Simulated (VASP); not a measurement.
# CdSe (P1) in VASP: single point with PBEsol

Aim: the single point of CdSe with PBEsol.

All numbers are computed with VASP 6.6.1; they aren't measurements. Logs are shortened: lines on timing, memory, paths and dates and some standing lists are left out, and cuts for length are marked.

### 1 The cell of the first run

The typed cell holds 2 atoms: a = 4.414 Å, b = 4.512 Å, c = 4.284 Å, α = 58.83°, β = 60.83°, γ = 61.19°.

### 2 Single point, PBEsol (atoms moved at random and the cell strained at random)

Contents of INCAR:

```
PREC = Accurate
ENCUT = 520
EDIFF = 1E-7
ISMEAR = 0
SIGMA = 0.05
LREAL = False
LASPH = True
NELM = 100
ALGO = Normal
ISIF = 2
LWAVE = False
LCHARG = True
GGA = PS
LELF = True
LVHAR = True
NBANDS = 16
```

Contents of KPOINTS:

```
regular mesh
0
Gamma
  10 10 10
```

Contents of POSCAR:

```
CdSe
1.0
   -0.0536069351      3.0893375827      3.1522167369
    3.2220040012     -0.0599009911      3.1585107928
    3.0913946644      2.9650223019      0.0707083457
Cd Se
1 1
Direct
    0.0079292670     -0.0025844622     -0.0050826129
    0.7420707330      0.7525844622      0.7550826129
```

Potentials or basis: VASP PAW PBE potentials, release 64 (Cd, Se).

Launch:

```console
$ cat potpaw_PBE.64/Cd/POTCAR potpaw_PBE.64/Se/POTCAR > POTCAR
$ mpirun -np 1 vasp_std > vasp.out
```

OUTCAR:

```text
PREC = Accurate
   ENCUT = 520
   EDIFF = 1E-7
   ISMEAR = 0
   LREAL = False
   LASPH = True
   NELM = 100
   ISIF = 2
   GGA = PS

 ion  position               nearest neighbor table
   1  0.008  0.997  0.995-   2 2.65   2 2.69   2 2.69   2 2.78
   2  0.742  0.753  0.755-   1 2.65   1 2.69   1 2.69   1 2.78

  LATTYP: Found a triclinic cell.
 ALAT       =     4.4139948754
 B/A-ratio  =     1.3859043072
 C/A-ratio  =     2.2566211742
 COS(alpha) =     0.0004146240
 COS(beta)  =     0.6701299607
 COS(gamma) =     0.7074252547

  Lattice vectors:

 A1 = (   0.0536069351,  -3.0893375827,  -3.1522167369)
 A2 = (   0.1842162719,  -6.1142608757,  -0.0644142898)
 A3 = (  -3.2990064029,  -0.0045132986,  -9.3985299768)

Analysis of symmetry for initial positions (statically):
=====================================================================
 Subroutine PRICEL returns:
 Original cell was already a primitive cell.

 Routine SETGRP: Setting up the symmetry group for a
 triclinic supercell.

 Subroutine GETGRP returns: Found  1 space group operations
 (whereof  1 operations were pure point group operations)
 out of a pool of  2 trial point group operations.

The static configuration has the point symmetry C_1 .

Analysis of symmetry for dynamics (positions and initial velocities):
=====================================================================
 Subroutine PRICEL returns:
 Original cell was already a primitive cell.

 Routine SETGRP: Setting up the symmetry group for a
 triclinic supercell.

 Subroutine GETGRP returns: Found  1 space group operations
 (whereof  1 operations were pure point group operations)
 out of a pool of  2 trial point group operations.

The dynamic configuration has the point symmetry C_1 .

 Subroutine INISYM returns: Found  1 space group operations
 (whereof  1 operations are pure point group operations),
 and found     1 'primitive' translations

----------------------------------------------------------------------------------------

                                     Primitive cell

  volume of cell :      60.6612

  direct lattice vectors                    reciprocal lattice vectors
    -0.053606935  3.089337583  3.152216737    -0.154452786  0.157207272  0.160539064
     3.222004001 -0.059900991  3.158510793     0.150474304 -0.160704658  0.160057968
     3.091394664  2.965022302  0.070708346     0.163968533  0.170220405 -0.164036450

  length of vectors
     4.413994875  4.512326267  4.284049240     0.272658359  0.272189377  0.287695365

  position of ions in fractional coordinates (direct lattice)
     0.007929267  0.997415538  0.994917387
     0.742070733  0.752584462  0.755082613

  ion indices of the primitive-cell ions
   primitive index   ion index
                 1           1
                 2           2

----------------------------------------------------------------------------------------

 KPOINTS: regular mesh

Automatic generation of k-mesh.
 Grid dimensions read from file:
 generate k-points for:   10   10   10

 Generating k-lattice:

  Cartesian coordinates                     Fractional coordinates (reciprocal lattice)
    -0.015445279  0.015720727  0.016053906     0.100000000  0.000000000  0.000000000
     0.015047430 -0.016070466  0.016005797    -0.000000000  0.100000000 -0.000000000
     0.016396853  0.017022041 -0.016403645    -0.000000000  0.000000000  0.100000000

  Length of vectors
     0.027265836  0.027218938  0.028769537

  Shift w.r.t. Gamma in fractional coordinates (k-lattice)
     0.000000000  0.000000000  0.000000000

 Subroutine IBZKPT returns following result:
 ===========================================

 Found    504 irreducible k-points:

 Following reciprocal coordinates:
            Coordinates               Weight
  0.000000  0.000000  0.000000      1.000000
  0.100000 -0.000000 -0.000000      2.000000
  0.200000 -0.000000 -0.000000      2.000000
  0.300000  0.000000 -0.000000      2.000000
  0.400000  0.000000 -0.000000      2.000000
  0.500000  0.000000 -0.000000      1.000000
[... 16 lines left out ...]
 -0.400000  0.200000 -0.000000      2.000000
 -0.300000  0.200000 -0.000000      2.000000
 [... further k-points ...]
   k-points           NKPTS =    504   k-points in BZ     NKDIM =    504   number of bands    NBANDS=     16
   number of dos      NEDOS =    301   number of ions     NIONS =      2
   total plane-waves  NPLWV =  41472
   dimension x,y,z NGX =    36 NGY =   36 NGZ =   32
   dimension x,y,z NGXF=    72 NGYF=   72 NGZF=   64
   ions per type =               1   1
   NGX,Y,Z   is equivalent  to a cutoff of  13.56, 13.26, 12.42 a.u.
   NGXF,Y,Z  is equivalent  to a cutoff of  27.12, 26.53, 24.84 a.u.
 SYSTEM =  unknown system
   PREC   = accura    normal or accurate (medium, high low for compatibility)
   ISTART =      0    job   : 0-new  1-cont  2-samecut
   ICHARG =      2    charge: 1-file 2-atom 10-const
   ISPIN  =      1    spin polarized calculation?
   LNONCOLLINEAR =      F non collinear calculations
   LSORBIT =      F    spin-orbit coupling
   LASPH  =      T    aspherical Exc in radial PAW
   ENCUT  =  520.0 eV  38.22 Ry    6.18 a.u.   8.21  8.39  7.97*2*pi/ulx,y,z
   NELM   =    100;   NELMIN=  2; NELMDL= -5     # of ELM steps
   EDIFF  = 0.1E-06   stopping-criterion for ELM
   LREAL  =      F    real-space projection
   EDIFFG = 0.1E-05   stopping-criterion for IOM
   NSW    =      0    number of steps for IOM
   IBRION =     -1    ionic relax: 0-MD 1-quasi-New 2-CG
   NFREE  =      0    steps in history (QN), initial steepest desc. (CG)
   ISIF   =      2    stress and relaxation
   ISYM   =      2    0-nonsym 1-usesym 2-fastsym
   POTIM  = 0.5000    time-step for ionic-motion
   TEBEG  =    0.0;   TEEND  =   0.0 temperature during run
   PSTRESS=    0.0 pullay stress
   NELECT =      18.0000    total number of electrons
   NUPDOWN=      -1.0000    fix difference up-down
   EMIN   =  10.00;   EMAX   =-10.00  energy-range for DOS
   EFERMI =   0.00;   METHOD = LEGACY
   ISMEAR =     0;   SIGMA  =   0.05  broadening in eV -4-tet -1-fermi 0-gaus
   EFERMI_NEDOS =   21; number of points for ismear=-14 and -15
   IALGO  =     38    algorithm
   IMIX   =      4    mixing-type and parameters
     AMIX     =   0.40;   BMIX     =  1.00
     AMIX_MAG =   1.60;   BMIX_MAG =  1.00
  volume/ion in A,a.u.               =      30.33       204.68
  Fermi-wavevector in a.u.,A,eV,Ry     =   1.091931  2.063451 16.222419  1.192314
  Thomas-Fermi vector in A             =   2.228187
   LORBIT       =      0    0 simple, 1 ext, 2 COOP (PROOUT), +10 PAW based schemes
   GGA     = PS    functional components
   LHFCALC =     F    Hartree Fock is set to
   AEXX    =    0.0000 exact exchange contribution
   IVDW    =     0    specifies the selected vdW correction
   LEPSILON=     F    determine dielectric tensor
   LRPA    =     F    only Hartree local field effects (RPA)
 non-spin polarized calculation
 Gauss-broadening in eV      SIGMA  =   0.05
  energy-cutoff  :      520.00
  volume of cell :       60.66
 maximum number of plane-waves:      1654
 NGX is ok and might be reduce to    36
   NGX = 17   NGY = 17   NGZ = 15

 number of electron      18.0000001 magnetization

 Free energy of the ion-electron system (eV)
  ---------------------------------------------------
  ext. energy  EPLUGINS =         0.00000000
  ---------------------------------------------------
  free energy    TOTEN  =        -6.10839017 eV

  energy without entropy =       -6.10839015  energy(sigma->0) =       -6.10839016

 E-fermi :   0.4753     XC(G=0):  -8.7614

 val. band max:        0.3324348139   @ k =   0.0000   0.0000   0.0000
 cond. band min:       0.6179919818   @ k =   0.0000   0.0000   0.0000
 fundamental gap:      0.2855571679
 Fermi energy:         0.4752697865

 k-point     1 :       0.0000    0.0000    0.0000
  band No.  band energies     occupation
      1     -11.9851      2.00000
      2      -7.4687      2.00000
      3      -7.4487      2.00000
      4      -7.4132      2.00000
      5      -7.1438      2.00000
      6      -7.1368      2.00000
[... 8 lines left out ...]
     15      10.8701      0.00000
     16      11.3776      0.00000

 k-point     2 :       0.1000   -0.0000   -0.0000
  band No.  band energies     occupation
      1     -11.9565      2.00000
      2      -7.4504      2.00000
      3      -7.4334      2.00000
      4      -7.4019      2.00000
      5      -7.1441      2.00000
      6      -7.1373      2.00000
[... 8 lines left out ...]
     15      10.3632      0.00000
     16      10.8340      0.00000

 k-point     3 :       0.2000   -0.0000   -0.0000
  band No.  band energies     occupation
      1     -11.8808      2.00000
      2      -7.4213      2.00000
      3      -7.3937      2.00000
      4      -7.3403      2.00000
      5      -7.1432      2.00000
      6      -7.1369      2.00000
[... 8 lines left out ...]
     15      10.3639      0.00000
     16      10.5234      0.00000

 k-point     4 :       0.3000    0.0000   -0.0000
  band No.  band energies     occupation
      1     -11.7860      2.00000
      2      -7.3942      2.00000
      3      -7.3683      2.00000
      4      -7.1977      2.00000
      5      -7.1375      2.00000
      6      -7.1305      2.00000
[... 8 lines left out ...]
     15      10.1842      0.00000
     16      10.6786      0.00000
[... 324 lines left out ...]
 k-point    22 :       0.5000    0.2000    0.0000
  band No.  band energies     occupation
      1     -11.6413      2.00000
      2      -7.3362      2.00000
      3      -7.3183      2.00000
      4      -7.1711      2.00000
      5      -7.1155      2.00000
      6      -6.8973      2.00000
[... 8 lines left out ...]
     15      12.0456      0.00000
     16      12.4340      0.00000

 k-point    23 :      -0.4000    0.2000   -0.0000
  band No.  band energies     occupation
      1     -11.6404      2.00000
      2      -7.3429      2.00000
      3      -7.3247      2.00000
      4      -7.1545      2.00000
      5      -7.1258      2.00000
      6      -6.8743      2.00000
[... 8 lines left out ...]
     15      11.1597      0.00000
     16      12.0654      0.00000

 k-point    24 :      -0.3000    0.2000   -0.0000
  band No.  band energies     occupation
      1     -11.6868      2.00000
      2      -7.3632      2.00000
      3      -7.3398      2.00000
      4      -7.1549      2.00000
      5      -7.1368      2.00000
      6      -6.9813      2.00000
[... 8 lines left out ...]
     15      10.6358      0.00000
     16      12.2007      0.00000

 [... further k-points ...]

------------------------ aborting loop because EDIFF is reached ----------------------------------------

  FORCE on cell =-STRESS in cart. coord.  units (eV):
  Direction    XX          YY          ZZ          XY          YZ          ZX
  --------------------------------------------------------------------------------------
  -------------------------------------------------------------------------------------
  Total       -1.2725949     -0.9740999     -1.1150291      0.6033373     -0.1271241     -0.3474091
  in kB      -33.6116486    -25.7278282    -29.4500353     15.9352849     -3.3575882     -9.1757330
  external PRESSURE =     -29.5965040 kB  Pullay stress =       0.0000000 kB

 VOLUME and BASIS-vectors are now :
 -----------------------------------------------------------------------------
  energy-cutoff  :      520.00
  volume of cell :       60.66
      direct lattice vectors                 reciprocal lattice vectors
    -0.053606935  3.089337583  3.152216737    -0.154452786  0.157207272  0.160539064
     3.222004001 -0.059900991  3.158510793     0.150474304 -0.160704658  0.160057968
     3.091394664  2.965022302  0.070708346     0.163968533  0.170220405 -0.164036450

 POSITION                                       TOTAL-FORCE (eV/Angst)
 -----------------------------------------------------------------------------------
      6.28893      2.91470      3.24569         0.057475     -0.151020      0.095395
      4.71931      4.48626      4.76960        -0.057475      0.151020     -0.095395
 -----------------------------------------------------------------------------------
    total drift:                               -0.000156      0.000056      0.000363

  FREE ENERGIE OF THE ION-ELECTRON SYSTEM (eV)
  ---------------------------------------------------
  free  energy   TOTEN  =        -6.1083901652 eV

  energy  without entropy=       -6.1083901489  energy(sigma->0) =       -6.10839016
```

It took 2.7 min on 1 thread of Intel Xeon 6975P-C (Granite Rapids), shared host; peak memory 0.61 GiB.

What came out:

```
Free energy            : -6.1084 eV
Pressure               : -3.0 GPa
Largest force          : 0.188 eV/Å
Band gap on the k mesh : 0.29 eV
```

Forces on the atoms (eV/Å):
```
Cd   0.057 -0.151  0.095
Se  -0.057  0.151 -0.095
```

Levels at points of the mesh, in eV from the valence-band top:
| k point | band 6 | band 7 | band 8 | band 9 | band 10 | band 11 | band 12 | band 13 |
| --- | --- | --- | --- | --- | --- | --- | --- | --- |
| (0.00, 0.00, 0.00) | -7.47 | -0.20 | -0.14 | 0.00 | 0.29 | 5.46 | 5.71 | 6.20 |
| (0.50, 0.00, 0.00) | -7.26 | -4.22 | -0.77 | -0.59 | 2.27 | 6.15 | 6.67 | 6.93 |
| (0.00, 0.50, 0.00) | -7.25 | -4.04 | -0.74 | -0.55 | 2.17 | 6.24 | 6.42 | 6.84 |
| (0.50, 0.50, 0.00) | -7.18 | -3.89 | -1.91 | -1.49 | 2.86 | 3.71 | 8.49 | 9.37 |
| (0.00, 0.00, 0.50) | -7.20 | -4.06 | -0.90 | -0.85 | 1.87 | 5.80 | 6.27 | 7.12 |
| (0.50, 0.00, 0.50) | -7.16 | -3.77 | -1.86 | -1.72 | 2.97 | 3.36 | 8.49 | 9.47 |
| (0.00, 0.50, 0.50) | -7.21 | -3.98 | -1.73 | -1.53 | 3.04 | 3.72 | 8.23 | 9.49 |
| (0.50, 0.50, 0.50) | -7.23 | -4.11 | -0.91 | -0.61 | 2.06 | 6.11 | 6.34 | 7.02 |

Caveat: the cell differs from its parent crystal (atoms moved at random and the cell strained at random); the PAW data sets were made with another functional, which shifts forces and pressure a little.
